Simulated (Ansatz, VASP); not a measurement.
**Pb: VASP beside Ansatz**

INCAR

```
SYSTEM = Pb
PREC = Accurate ; ENCUT = 520
EDIFF = 1E-6 ; ISMEAR = -1
SIGMA = 0.05 ; LREAL = .FALSE.
LASPH = .TRUE. ; NELM = 60
ALGO = Fast ; ISIF = 2
LWAVE = .FALSE. ; LCHARG = .FALSE.
GGA = PS ; IVDW = 13
NBANDS = 13
```

Contents of KPOINTS:

```
regular mesh
0
G
  9 9 9
  0 0 0
```

Contents of POSCAR:

```
Pb
1.0
    0.0000000000      2.5075897876      2.5075897876
    2.5075897876      0.0000000000      2.5075897876
    2.5075897876      2.5075897876      0.0000000000
Pb
1
Direct
    0.0000000000      0.0000000000      0.0000000000
```

File input.yaml:

```yaml
crystal:
  lattice:
    - [0.0, 2.5075897876, 2.5075897876]
    - [2.5075897876, 0.0, 2.5075897876]
    - [2.5075897876, 2.5075897876, 0.0]
  atoms:
    - { symbol: Pb, position: [0.0, 0.0, 0.0] }
hamiltonian:
  xc: pbesol
  pseudopotentials: { kind: paw }
  dispersion: d4
kpoints:
  mp_grid: { grid: [9, 9, 9] }
scf:
  occupations: { method: fermi_dirac, width: 0.05 }
output:
  forces: true
  stress: true
  eigenvalues: true
  write_density: true
  write_potential: true
  elf: true
  volumetric_format: npy
```

Alike in both runs: task single point; functional PBEsol; dispersion D4; k mesh 9 × 9 × 9; occupations fermi-dirac, width 0.05 eV; no spin polarisation.

```csv
,VASP,Ansatz
version,VASP 6.6.1,Ansatz 0.2.0
potentials or method,"VASP PAW PBE potentials, release 64 (Pb_d)",Ansatz PAW
plane-wave cutoff (eV),520,420
valence electrons in the cell,14,14
```

```csv
,VASP,Ansatz,Ansatz less VASP
gap on the k mesh at the Fermi level (eV),none,none,-
pressure (GPa),-3.5,-3.5,+0.06
```

VASP's potentials were made for PBE, not for PBEsol. A gap of «none» marks a metal or a gap that the smearing closes.

Spin-orbit coupling is off throughout.
